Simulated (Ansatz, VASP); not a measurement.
GaP in VASP and in Ansatz

Contents of INCAR:

```
SYSTEM = GaP
  PREC = Accurate
  ENCUT = 520
  EDIFF = 1E-6
  ISMEAR = 0
  SIGMA = 0.05
  LREAL = .FALSE.
  LASPH = .TRUE.
  NELM = 80
  ALGO = Normal
  ISIF = 2
  LWAVE = .FALSE.
  LCHARG = .FALSE.
  GGA = PS
  NBANDS = 16
```

Contents of KPOINTS:

```
Automatic mesh
0
G
  8 8 8
  0 0 0
```

The input POSCAR:

```
GaP
1.0
    0.0000000000      2.9432700000      2.9432700000
    2.9432700000      0.0000000000      2.9432700000
    2.9432700000      2.9432700000      0.0000000000
Ga P
1 1
Direct
    0.0000000000      0.0000000000      0.0000000000
    0.7500000000      0.7500000000      0.7500000000
```

Input for Ansatz:

```yaml
crystal:
  lattice:
    - [0.0, 2.94327, 2.94327]
    - [2.94327, 0.0, 2.94327]
    - [2.94327, 2.94327, 0.0]
  atoms:
    - { symbol: Ga, position: [0.0, 0.0, 0.0] }
    - { symbol: P, position: [0.75, 0.75, 0.75] }
basis:
  ecutwfc: 420
kpoints:
  mp_grid: { grid: [8, 8, 8] }
hamiltonian:
  xc: pbesol
scf:
  occupations: { method: gaussian, width: 0.05 }
output:
  forces: true
  stress: true
  eigenvalues: true
```

Change from the starting cell: strain +0.080 along x and y, +0.080 along z, atoms carried along.

Alike in both runs: task single point; functional PBEsol; k mesh 8 × 8 × 8; occupations gaussian, width 0.05 eV; no spin polarisation.

```csv
,VASP,Ansatz
version,VASP 6.6.1,Ansatz 0.2.0
potentials or method,"VASP PAW PBE potentials, release 64 (Ga_d, P), cutoff 520 eV","scalar-relativistic, plane waves, PAW"
valence electrons in the cell,18,18
```

```csv
,VASP,Ansatz,Ansatz less VASP
gap on the k mesh at the Fermi level (eV),none,none,-
pressure (GPa),-11.6,-11.6,+0.02
```

VASP's potentials were made for PBE, not for PBEsol. A gap of «none» marks a metal or a gap that the smearing closes. The functional is the same, so the differences come from potentials, cutoffs and numerics.
